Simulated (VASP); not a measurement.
Crystal: PbSe.

```
Pb Se
1.0
     0.00000    3.08870    3.15048
     3.08870    0.00000    3.15048
     3.08870    3.08870    0.00000
Pb Se
1 1
Cartesian
  0.0000 0.0000 0.0000
  3.0887 3.0887 3.1505
```

This cell differs from its parent crystal: uniaxial z strain +2.0%.

Base run:

- Program: VASP 6.6.1
- Functional: r2SCAN
- Potentials or basis: VASP PAW PBE potentials, release 64 (Pb_d, Se)
- Cutoff: 520 eV
- k mesh: 8 × 8 × 8
- Occupations: gaussian, width 0.01 eV
- Spin: no spin polarisation

Its results: band gap on the k mesh 0.72 eV; pressure -0.9 GPa.

Task: The run is repeated on the same cell with these changes: functional from r2SCAN to PBE; occupations from gaussian, width 0.01 eV to fermi-dirac, width 0.02 eV. What comes out?

Result: Band gap on the k mesh 0.43 eV; pressure 0.0 GPa.

Caveats: spin-orbit coupling is left out, which moves the levels of the heavy elements; the PAW data sets were made with another functional, which shifts forces and pressure a little (at least some runs).

A k mesh can miss the band edges.
